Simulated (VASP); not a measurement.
# S: single point with PBE+D3(BJ)

S:

```
S
1.0
     7.46379    0.00000    0.00000
    -3.73190    6.46384    0.00000
     0.00000    0.00000    4.37938
S
9
Direct
  0.11493 0.11493 0.50000
  0.45704 0.69065 0.73738
  0.69065 0.45704 0.26262
  0.88507 0.00000 0.16667
  0.23362 0.54296 0.07072
  0.30935 0.76638 0.40405
  0.54296 0.23362 0.92928
  0.76638 0.30935 0.59595
  0.00000 0.88507 0.83333
```

- Program: VASP 6.6.1
- Task: single point
- Functional: PBE
- Dispersion: D3(BJ)
- Potentials or basis: VASP PAW PBE potentials, release 64 (S)
- Cutoff: 520 eV
- k mesh: 6 × 6 × 6
- Occupations: gaussian, width 0.02 eV
- Spin: no spin polarisation
- Dipole correction: no
- Further INCAR settings: ALGO = Normal; EDIFF = 1e-07; NBANDS = 37

```
Pressure                   : -0.6 GPa
Largest force              : 0.125 eV/Å
Band gap on the k mesh     : 1.86 eV, indirect (least direct gap 2.00 eV)
Dispersion energy per atom : -0.250 eV
```

Forces in eV/Å, atoms in the order of the input:
```
S   -0.063 -0.108  0.000
S   -0.121 -0.032 -0.006
S    0.033 -0.121  0.006
S    0.125  0.000  0.000
S    0.033  0.121 -0.006
S    0.088 -0.089 -0.006
S    0.088  0.089  0.006
S   -0.121  0.032  0.006
S   -0.063  0.108  0.000
```

Stress tensor (GPa, compression positive):
```
-0.44  0.00  0.00
 0.00 -0.44  0.00
 0.00  0.00 -0.78
```

Levels at points of the mesh, in eV from the valence-band top:
| k point | band 25 | band 26 | band 27 | band 28 | band 29 | band 30 |
| --- | --- | --- | --- | --- | --- | --- |
| (0.00, 0.00, 0.00) | -0.88 | -0.74 | -0.34 | 3.42 | 3.42 | 3.44 |
| (0.50, 0.00, 0.00) | -0.74 | -0.59 | -0.59 | 2.65 | 2.95 | 3.32 |
| (0.00, 0.00, 0.50) | -0.59 | -0.21 | -0.21 | 2.16 | 2.23 | 2.36 |
| (0.50, 0.00, 0.50) | -0.51 | -0.46 | -0.14 | 1.86 | 2.35 | 2.38 |

Run time: 4.8 min on 1 thread of Oxide Virtual Turin-like Processor, with other jobs on the host, peak memory 0.38 GiB.

A k mesh can miss the band edges. PBE gaps usually lie below the measured ones, often by a third to a half.
